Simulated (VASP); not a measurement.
A run of VASP 6.6.1 is set up as follows.

POSCAR

```
SnTe
1.0
    0.0000000000      3.5108209545      3.5108209545
    3.5108209545      0.0000000000      3.5108209545
    3.5108209545      3.5108209545      0.0000000000
Sn Te
1 1
Direct
    0.0000000000      0.0000000000      0.0000000000
    0.2500000000      0.2500000000      0.2500000000
```

Contents of INCAR.step1:

```
  PREC = Accurate
  ENCUT = 520
  ISMEAR = -1
  SIGMA = 0.02
  LREAL = False
  LASPH = True
  NELM = 100
  NBANDS = 17
  GGA = PE
  ALGO = Normal
  EDIFF = 1E-4
  LWAVE = True
  LCHARG = False
```

File INCAR.step2:

```
  PREC = Accurate
  ENCUT = 520
  EDIFF = 1E-7
  ISMEAR = -1
  SIGMA = 0.02
  LREAL = False
  LASPH = True
  NELM = 100
  ALGO = Normal
  ISIF = 2
  LWAVE = False
  LCHARG = False
  METAGGA = R2SCAN
  LMIXTAU = True
  NBANDS = 17
  ISTART = 1
```

Contents of KPOINTS:

```
regular mesh
0
Gamma
  6 6 6
```

Potentials or basis: VASP PAW PBE potentials, release 64 (Sn_d, Te).

Launch:

```sh
$ cat potpaw_PBE.64/Sn_d/POTCAR potpaw_PBE.64/Te/POTCAR > POTCAR
$ cp INCAR.step1 INCAR
$ mpirun -np 1 vasp_std > vasp.out
$ cp INCAR.step2 INCAR
$ mpirun -np 1 vasp_std > vasp.out
```

Question: What does it give for the pressure?

Answer: 1.9 GPa.

Question: Estimate the band gap on the k mesh.

Answer: 0.12 eV (least direct gap 0.78 eV).

Caveat: the PAW data sets were made with another functional, which shifts forces and pressure a little; spin-orbit coupling is left out, which moves the levels of the heavy elements. A k mesh can miss the band edges.
